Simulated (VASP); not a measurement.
Runs of VASP 6.6.1 on Bi2Se3. The structure is that of space group R-3m (No. 166), or close to it. The cells are those of the table. 

| cell | gap on the mesh (eV) | pressure (GPa) | largest force (eV/Å) |
| --- | --- | --- | --- |
| a = 9.758 Å, angles 24.3°, 5 atoms | (c) | 1.8 | 0.40 |
| a = 9.674 Å, angles 24.3°, 5 atoms | (b) | 3.8 | 0.62 |
| a = 9.501 Å, angles 24.3°, 5 atoms | 0.13 | 8.6 | 1.13 |
| a = 10.158 Å, angles 24.3°, 5 atoms | 0.29 | (a) | 0.46 |
| a = 9.588 Å, angles 24.3°, 5 atoms | 0.15 | 6.0 | 0.87 |

Alike in all rows: task single point; level PBE+D3(BJ); potentials or basis VASP PAW PBE potentials, release 64 (Bi_d, Se); no spin polarisation; k mesh 5 × 5 × 5; cutoff (eV) 520; smearing gaussian 0.01 eV.

**Question.** Estimate the missing entries.

**Answer.** (a) -4.7; (b) 0.18; (c) 0.20.

Caveats: spin-orbit coupling is left out, which moves the levels of the heavy elements; the cell stands under pressure (at least some runs); forces of over 1 eV/Å act on the atoms, so gaps and moduli don't describe the material at rest (at least some runs); the cell stands under tension (at least some runs).

A k mesh can miss the band edges, and the runs leave out spin-orbit coupling on Bi, Se.
